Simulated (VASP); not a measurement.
Set up this calculation in VASP 6.6.1, as the native input.

* Task: single point
* Functional: PBEsol
* Potentials or basis: VASP PAW PBE potentials, release 64 (Si)
* Cutoff: 520 eV
* k mesh: 10 × 10 × 10
* Occupations: gaussian, width 0.15 eV
* Spin: no spin polarisation
* Dipole correction: no
* Further INCAR settings: ALGO = Normal; EDIFF = 1e-06; NBANDS = 26

The structure of Si lies in POSCAR:

```
Si
1.0
   -3.2801460411      3.2801460411      3.1256511626
    3.2801460411     -3.2801460411      3.1256511626
    3.2801460411      3.2801460411     -3.1256511626
Si
8
Direct
    0.2047947401      0.2047947401      0.2047947401
    0.5000000000      0.0000000000      0.2952052599
    0.2952052599      0.5000000000      0.0000000000
    0.0000000000      0.2952052599      0.5000000000
    0.7952052599      0.7952052599      0.7952052599
    0.5000000000      0.0000000000      0.7047947401
    0.7047947401      0.5000000000      0.0000000000
    0.0000000000      0.7047947401      0.5000000000
```

The input as run:

INCAR

```
PREC = Accurate
ENCUT = 520
EDIFF = 1E-6
ISMEAR = 0
SIGMA = 0.15
LREAL = False
LASPH = True
NELM = 80
ALGO = Normal
ISIF = 2
LWAVE = False
LCHARG = False
GGA = PS
NBANDS = 26
```

KPOINTS

```
regular mesh
0
Gamma
  10 10 10
```

Potentials or basis: VASP PAW PBE potentials, release 64 (Si).

Launch:

```sh
$ cat potpaw_PBE.64/Si/POTCAR > POTCAR
$ mpirun -np 1 vasp_std > vasp.out
```

It gave:

- Pressure: 8.1 GPa
- Largest force: 0.544 eV/Å
- Band gap on the k mesh: zero (bands 16 and 17 overlap by 0.38 eV)

Caveat: the stress differs along the axes, from 5 to 13 GPa; semilocal functionals underestimate gaps, and a narrow one can read as zero; the PAW data sets were made with another functional, which shifts forces and pressure a little.

Run time: 20 min on 1 thread of Intel Xeon 8259CL, with other jobs on the host, peak memory 0.53 GiB.
